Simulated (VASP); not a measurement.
# MgCdSeS2 (Immm) in VASP: a series of runs

Runs on MgCdSeS2. Level: PBE. Tasks: single point.

Program: VASP 6.6.1. These are calculated values, not measurements. Logs are shortened: lines on timing, memory, paths and dates and some standing lists are left out, and cuts for length are marked.

## 1. The cell of the first run

Symmetry: Immm, No. 71, orthorhombic system. The conventional cell has a = 4.906 Å, b = 6.014 Å, c = 9.227 Å, α = 90.00°, β = 90.00°, γ = 90.00°. Mg (site symmetry mmm) has 2 Se at 2.45 Å and 2 Cd at 3.01 Å and 4 S at 3.17 Å within 3.2 Å. Cd (site symmetry mmm) has 2 S at 2.61 Å and 2 Mg at 3.01 Å within 3.4 Å. Se (site symmetry mmm) has 2 S at 2.01 Å and 2 Mg at 2.45 Å within 2.7 Å. S (site symmetry mm2) has 1 Se at 2.01 Å and 1 Cd at 2.61 Å within 2.7 Å.

## 2. Single point, PBE

Contents of INCAR:

```
SYSTEM = MgCdSeS2
  PREC = Accurate
  ENCUT = 520
  EDIFF = 1E-7
  ISMEAR = 0
  SIGMA = 0.1
  LREAL = .FALSE.
  LASPH = .TRUE.
  NELM = 60
  ALGO = Normal
  ISIF = 2
  LWAVE = .FALSE.
  LCHARG = .TRUE.
  GGA = PE
  LELF = .TRUE.
  LVHAR = .TRUE.
  NBANDS = 24
```

Contents of KPOINTS:

```
regular mesh
0
G
  4 4 4
  0 0 0
```

Contents of POSCAR:

```
MgCdSeS2
1.0
   -2.4531026700      3.0069593300      4.6133275300
    2.4531026700     -3.0069593300      4.6133275300
    2.4531026700      3.0069593300     -4.6133275300
Mg Cd Se S
1 1 1 2
Direct
    0.0000000000      0.5000000000      0.5000000000
    0.5000000000      0.5000000000      0.0000000000
    0.0000000000      0.0000000000      0.0000000000
    0.7825578600      0.7825578600      0.0000000000
    0.2174421400      0.2174421400      0.0000000000
```

Potentials or basis: VASP PAW PBE potentials, release 64 (Mg, Cd, Se, S).

Started as:

```console
$ cat potpaw_PBE.64/Mg/POTCAR potpaw_PBE.64/Cd/POTCAR potpaw_PBE.64/Se/POTCAR potpaw_PBE.64/S/POTCAR > POTCAR
$ mpirun -np 1 vasp_std > vasp.out
```

OUTCAR:

```text
SYSTEM = MgCdSeS2
   PREC = Accurate
   ENCUT = 520
   EDIFF = 1E-7
   ISMEAR = 0
   LREAL = .FALSE.
   LASPH = .TRUE.
   NELM = 60
   ISIF = 2
   GGA = PE

 ion  position               nearest neighbor table
   1  0.000  0.500  0.500-   3 2.45   3 2.45   2 3.01   2 3.01   5 3.17   5 3.17   4 3.17   4 3.17

   2  0.500  0.500  0.000-   4 2.61   5 2.61   1 3.01   1 3.01
   3  0.000  0.000  0.000-   4 2.01   5 2.01   1 2.45   1 2.45
   4  0.783  0.783  0.000-   3 2.01   2 2.61   1 3.17   1 3.17
   5  0.217  0.217  0.000-   3 2.01   2 2.61   1 3.17   1 3.17

  LATTYP: Found a body centered orthorhombic cell.
 ALAT       =     4.9062053400
 B/A-ratio  =     1.2257780185
 C/A-ratio  =     1.8806092327

  Lattice vectors:

 A1 = (  -2.4531026700,   3.0069593300,   4.6133275300)
 A2 = (   2.4531026700,  -3.0069593300,   4.6133275300)
 A3 = (   2.4531026700,   3.0069593300,  -4.6133275300)

Analysis of symmetry for initial positions (statically):
=====================================================================
 Subroutine PRICEL returns:
 Original cell was already a primitive cell.

 Routine SETGRP: Setting up the symmetry group for a
 body centered orthorhombic supercell.

 Subroutine GETGRP returns: Found  8 space group operations
 (whereof  8 operations were pure point group operations)
 out of a pool of  8 trial point group operations.

The static configuration has the point symmetry D_2h.

Analysis of symmetry for dynamics (positions and initial velocities):
=====================================================================
 Subroutine PRICEL returns:
 Original cell was already a primitive cell.

 Routine SETGRP: Setting up the symmetry group for a
 body centered orthorhombic supercell.

 Subroutine GETGRP returns: Found  8 space group operations
 (whereof  8 operations were pure point group operations)
 out of a pool of  8 trial point group operations.

The dynamic configuration has the point symmetry D_2h.

 Subroutine INISYM returns: Found  8 space group operations
 (whereof  8 operations are pure point group operations),
 and found     1 'primitive' translations

----------------------------------------------------------------------------------------

                                     Primitive cell

  volume of cell :     136.1186

  direct lattice vectors                    reciprocal lattice vectors
    -2.453102670  3.006959330  4.613327530     0.000000000  0.166280932  0.108381639
     2.453102670 -3.006959330  4.613327530     0.203823511  0.000000000  0.108381639
     2.453102670  3.006959330 -4.613327530     0.203823511  0.166280932  0.000000000

  length of vectors
     6.028458179  6.028458179  6.028458179     0.198484075  0.230847576  0.263046331

  position of ions in fractional coordinates (direct lattice)
     0.000000000  0.500000000  0.500000000
     0.500000000  0.500000000  0.000000000
     0.000000000  0.000000000  0.000000000
     0.782557860  0.782557860  0.000000000
     0.217442140  0.217442140  0.000000000

  ion indices of the primitive-cell ions
   primitive index   ion index
                 1           1
                 2           2
                 3           3
                 4           4
                 5           5

----------------------------------------------------------------------------------------

 KPOINTS: regular mesh

Automatic generation of k-mesh.
 Grid dimensions read from file:
 generate k-points for:    4    4    4

 Generating k-lattice:

  Cartesian coordinates                     Fractional coordinates (reciprocal lattice)
     0.000000000  0.041570233  0.027095410     0.250000000 -0.000000000  0.000000000
     0.050955878  0.000000000  0.027095410     0.000000000  0.250000000  0.000000000
     0.050955878  0.041570233  0.000000000     0.000000000 -0.000000000  0.250000000

  Length of vectors
     0.049621019  0.057711894  0.065761583

  Shift w.r.t. Gamma in fractional coordinates (k-lattice)
     0.000000000  0.000000000  0.000000000

 Subroutine IBZKPT returns following result:
 ===========================================

 Found     18 irreducible k-points:

 Following reciprocal coordinates:
            Coordinates               Weight
  0.000000  0.000000  0.000000      1.000000
  0.250000 -0.000000  0.000000      4.000000
  0.500000 -0.000000  0.000000      2.000000
 -0.000000  0.250000  0.000000      4.000000
  0.250000  0.250000  0.000000      8.000000
  0.500000  0.250000  0.000000      8.000000
[... 10 lines left out ...]
 -0.250000 -0.250000  0.250000      2.000000
  0.500000  0.500000  0.500000      1.000000
   k-points           NKPTS =     18   k-points in BZ     NKDIM =     18   number of bands    NBANDS=     24
   number of dos      NEDOS =    301   number of ions     NIONS =      5
   total plane-waves  NPLWV = 110592
   dimension x,y,z NGX =    48 NGY =   48 NGZ =   48
   dimension x,y,z NGXF=    96 NGYF=   96 NGZF=   96
   ions per type =               1   1   1   2
   NGX,Y,Z   is equivalent  to a cutoff of  13.24, 13.24, 13.24 a.u.
   NGXF,Y,Z  is equivalent  to a cutoff of  26.47, 26.47, 26.47 a.u.
 SYSTEM =  MgCdSeS2
   PREC   = accura    normal or accurate (medium, high low for compatibility)
   ISTART =      0    job   : 0-new  1-cont  2-samecut
   ICHARG =      2    charge: 1-file 2-atom 10-const
   ISPIN  =      1    spin polarized calculation?
   LNONCOLLINEAR =      F non collinear calculations
   LSORBIT =      F    spin-orbit coupling
   LASPH  =      T    aspherical Exc in radial PAW
   ENCUT  =  520.0 eV  38.22 Ry    6.18 a.u.  11.21 11.21 11.21*2*pi/ulx,y,z
   NELM   =     60;   NELMIN=  2; NELMDL= -5     # of ELM steps
   EDIFF  = 0.1E-06   stopping-criterion for ELM
   LREAL  =      F    real-space projection
   EDIFFG = 0.1E-05   stopping-criterion for IOM
   NSW    =      0    number of steps for IOM
   IBRION =     -1    ionic relax: 0-MD 1-quasi-New 2-CG
   NFREE  =      0    steps in history (QN), initial steepest desc. (CG)
   ISIF   =      2    stress and relaxation
   ISYM   =      2    0-nonsym 1-usesym 2-fastsym
   POTIM  = 0.5000    time-step for ionic-motion
   TEBEG  =    0.0;   TEEND  =   0.0 temperature during run
   PSTRESS=    0.0 pullay stress
   NELECT =      32.0000    total number of electrons
   NUPDOWN=      -1.0000    fix difference up-down
   EMIN   =  10.00;   EMAX   =-10.00  energy-range for DOS
   EFERMI =   0.00;   METHOD = LEGACY
   ISMEAR =     0;   SIGMA  =   0.10  broadening in eV -4-tet -1-fermi 0-gaus
   EFERMI_NEDOS =   21; number of points for ismear=-14 and -15
   IALGO  =     38    algorithm
   IMIX   =      4    mixing-type and parameters
     AMIX     =   0.40;   BMIX     =  1.00
     AMIX_MAG =   1.60;   BMIX_MAG =  1.00
  volume/ion in A,a.u.               =      27.22       183.71
  Fermi-wavevector in a.u.,A,eV,Ry     =   1.010382  1.909345 13.889806  1.020872
  Thomas-Fermi vector in A             =   2.143368
   LORBIT       =      0    0 simple, 1 ext, 2 COOP (PROOUT), +10 PAW based schemes
   GGA     = PE    functional components
   LHFCALC =     F    Hartree Fock is set to
   AEXX    =    0.0000 exact exchange contribution
   IVDW    =     0    specifies the selected vdW correction
   LEPSILON=     F    determine dielectric tensor
   LRPA    =     F    only Hartree local field effects (RPA)
 non-spin polarized calculation
 Gauss-broadening in eV      SIGMA  =   0.10
  energy-cutoff  :      520.00
  volume of cell :      136.12
 maximum number of plane-waves:      3684
 NGX is ok and might be reduce to    48
   NGX = 23   NGY = 23   NGZ = 23

 number of electron      32.0000002 magnetization

 Free energy of the ion-electron system (eV)
  ---------------------------------------------------
  ext. energy  EPLUGINS =         0.00000000
  ---------------------------------------------------
  free energy    TOTEN  =       -10.79061817 eV

  energy without entropy =      -10.77602029  energy(sigma->0) =      -10.78331923

 E-fermi :   1.9591     XC(G=0):  -8.2934

 val. band max:        1.9315604772   @ k =  -0.2500  -0.2500   0.2500
 cond. band min:       1.9598519754   @ k =  -0.2500   0.5000   0.2500
 fundamental gap:      0.0282914982
 Fermi energy:         1.9590580088

 k-point     1 :       0.0000    0.0000    0.0000
  band No.  band energies     occupation
      1     -14.9385      2.00000
      2     -11.7038      2.00000
      3      -8.6195      2.00000
      4      -6.4938      2.00000
      5      -6.4433      2.00000
      6      -6.4065      2.00000
[... 16 lines left out ...]
     23       7.0743      0.00000
     24       7.2608      0.00000

 k-point     2 :       0.2500   -0.0000    0.0000
  band No.  band energies     occupation
      1     -14.9164      2.00000
      2     -11.7911      2.00000
      3      -8.3843      2.00000
      4      -6.5144      2.00000
      5      -6.4385      2.00000
      6      -6.4139      2.00000
[... 16 lines left out ...]
     23       8.2333      0.00000
     24       8.4535      0.00000

 k-point     3 :       0.5000   -0.0000    0.0000
  band No.  band energies     occupation
      1     -14.8937      2.00000
      2     -11.8744      2.00000
      3      -8.0711      2.00000
      4      -6.8578      2.00000
      5      -6.4709      2.00000
      6      -6.4302      2.00000
[... 16 lines left out ...]
     23       8.7244      0.00000
     24       9.4668      0.00000
[... 352 lines left out ...]
 k-point    17 :      -0.2500   -0.2500    0.2500
  band No.  band energies     occupation
      1     -14.8972      2.00000
      2     -11.8743      2.00000
      3      -8.0658      2.00000
      4      -6.8552      2.00000
      5      -6.4808      2.00000
      6      -6.4334      2.00000
[... 16 lines left out ...]
     23       7.9741      0.00000
     24       8.3672      0.00000

 k-point    18 :       0.5000    0.5000    0.5000
  band No.  band energies     occupation
      1     -14.8637      2.00000
      2     -11.9335      2.00000
      3      -8.4446      2.00000
      4      -6.5118      2.00000
      5      -6.4216      2.00000
      6      -6.4048      2.00000
[... 16 lines left out ...]
     23       8.0223      0.00000
     24       8.0335      0.00000

------------------------ aborting loop because EDIFF is reached ----------------------------------------

  FORCE on cell =-STRESS in cart. coord.  units (eV):
  Direction    XX          YY          ZZ          XY          YZ          ZX
  --------------------------------------------------------------------------------------
  -------------------------------------------------------------------------------------
  Total        4.2669705     -0.1700324     24.5179488     -0.0000000      0.0000000      0.0000000
  in kB       50.2241581     -2.0013579    288.5872611     -0.0000000      0.0000000      0.0000000
  external PRESSURE =     112.2700204 kB  Pullay stress =       0.0000000 kB

 VOLUME and BASIS-vectors are now :
 -----------------------------------------------------------------------------
  energy-cutoff  :      520.00
  volume of cell :      136.12
      direct lattice vectors                 reciprocal lattice vectors
    -2.453102670  3.006959330  4.613327530     0.000000000  0.166280932  0.108381639
     2.453102670 -3.006959330  4.613327530     0.203823511  0.000000000  0.108381639
     2.453102670  3.006959330 -4.613327530     0.203823511  0.166280932  0.000000000

 POSITION                                       TOTAL-FORCE (eV/Angst)
 -----------------------------------------------------------------------------------
      2.45310      0.00000      0.00000        -0.000000     -0.000000      0.000000
      0.00000      0.00000      4.61333        -0.000000     -0.000000      0.000000
      0.00000      0.00000      0.00000        -0.000000     -0.000000      0.000000
      0.00000      0.00000      7.22039        -0.000000      0.000000     -7.201072
      0.00000      0.00000      2.00626         0.000000     -0.000000      7.201072
 -----------------------------------------------------------------------------------
    total drift:                               -0.000000     -0.000000      0.000000

  FREE ENERGIE OF THE ION-ELECTRON SYSTEM (eV)
  ---------------------------------------------------
  free  energy   TOTEN  =       -10.7906181725 eV

  energy  without entropy=      -10.7760202929  energy(sigma->0) =      -10.78331923
```

It took 52 s on 1 thread of AMD EPYC 9R45 (Zen 5), shared host; peak memory 0.33 GiB.

What came out:

```
Free energy            : -10.7906 eV
Pressure               : 11.2 GPa
Largest force          : 7.201 eV/Å
Band gap on the k mesh : zero (band 16 reaches 1.96 eV, above the bottom of band 17 at 1.87 eV)
```

Forces in eV/Å, atoms in the order of the input:
```
Mg   0.000  0.000  0.000
Cd   0.000  0.000  0.000
Se   0.000  0.000  0.000
S    0.000  0.000 -7.201
S    0.000  0.000  7.201
```

Stress tensor (GPa, compression positive):
```
 5.02  0.00  0.00
 0.00 -0.20  0.00
 0.00  0.00 28.86
```

Levels at points of the mesh, in eV from the Fermi level:
| k point | band 14 | band 15 | band 16 | band 17 | band 18 | band 19 |
| --- | --- | --- | --- | --- | --- | --- |
| (0.00, 0.00, 0.00) | -2.56 | -0.37 | -0.08 | 1.31 | 2.57 | 3.18 |
| (0.50, 0.00, 0.00) | -1.09 | -1.02 | -0.26 | -0.09 | 0.41 | 3.40 |
| (0.00, 0.50, 0.00) | -0.97 | -0.92 | -0.08 | 0.11 | 0.92 | 1.88 |
| (0.50, 0.50, 0.00) | -1.60 | -0.71 | -0.23 | 1.61 | 2.22 | 3.74 |
| (0.50, 0.50, 0.50) | -1.44 | -0.43 | -0.18 | -0.05 | 2.23 | 2.31 |

Caveat: the k points lie up to 0.41 Å⁻¹ apart; forces of over 1 eV/Å act on the atoms, so gaps and moduli don't describe the material at rest.

## 3. Single point, PBE

This run uses another cell than the first one, of 29.32 Å³/atom, 1.077 times its volume.

Contents of INCAR:

```
SYSTEM = MgCdSeS2
PREC = Accurate
ENCUT = 520
EDIFF = 1E-6
ISMEAR = 0
SIGMA = 0.1
LREAL = .FALSE.
LASPH = .TRUE.
NELM = 80
ALGO = Normal
ISIF = 2
LWAVE = .FALSE.
LCHARG = .TRUE.
GGA = PE
LELF = .TRUE.
LVHAR = .TRUE.
NBANDS = 24
```

Contents of KPOINTS:

```
Automatic mesh
0
G
  4 4 4
  0 0 0
```

Contents of POSCAR:

```
MgCdSeS2
1.0
   -2.5216400195      3.0502888167      4.7654237324
    2.5216400195     -3.0502888167      4.7654237324
    2.5216400195      3.0502888167     -4.7654237324
Mg Cd Se S
1 1 1 2
Direct
    0.0000000000      0.5000000000      0.5000000000
    0.5000000000      0.5000000000      0.0000000000
    0.0000000000      0.0000000000      0.0000000000
    0.7442763372      0.7442763372      0.0000000000
    0.2557236628      0.2557236628      0.0000000000
```

Potentials or basis: VASP PAW PBE potentials, release 64 (Mg, Cd, Se, S).

Started as:

```console
$ cat potpaw_PBE.64/Mg/POTCAR potpaw_PBE.64/Cd/POTCAR potpaw_PBE.64/Se/POTCAR potpaw_PBE.64/S/POTCAR > POTCAR
$ mpirun -np 1 vasp_std > vasp.out
```

It took 62 s on 1 thread of AMD EPYC 9R45 (Zen 5), shared host; peak memory 0.33 GiB.

It converged, with:

- Free energy: -13.2227 eV
- Pressure: 0.1 GPa
- Largest force: 0.100 eV/Å

Forces on the atoms (eV/Å):
```
Mg   0.000  0.000  0.000
Cd   0.000  0.000  0.000
Se   0.000  0.000  0.000
S    0.000  0.000  0.100
S    0.000  0.000 -0.100
```

Stress tensor (GPa, compression positive):
```
 0.14  0.00  0.00
 0.00 -0.03  0.00
 0.00  0.00  0.16
```

Levels at points of the mesh, in eV from the Fermi level:
```csv
k point,band 14,band 15,band 16,band 17,band 18,band 19
"(0.00, 0.00, 0.00)",-1.25,-0.67,-0.32,1.07,2.83,3.51
"(0.50, 0.00, 0.00)",-1.21,-0.43,-0.14,0.38,0.53,4.16
"(0.00, 0.50, 0.00)",-1.60,-0.53,-0.04,0.13,1.84,2.85
"(0.50, 0.50, 0.00)",-0.66,-0.48,-0.17,2.57,2.65,2.84
"(0.50, 0.50, 0.50)",-0.38,-0.27,-0.14,0.76,2.28,2.92
```

Caveat: the k points lie up to 0.40 Å⁻¹ apart.
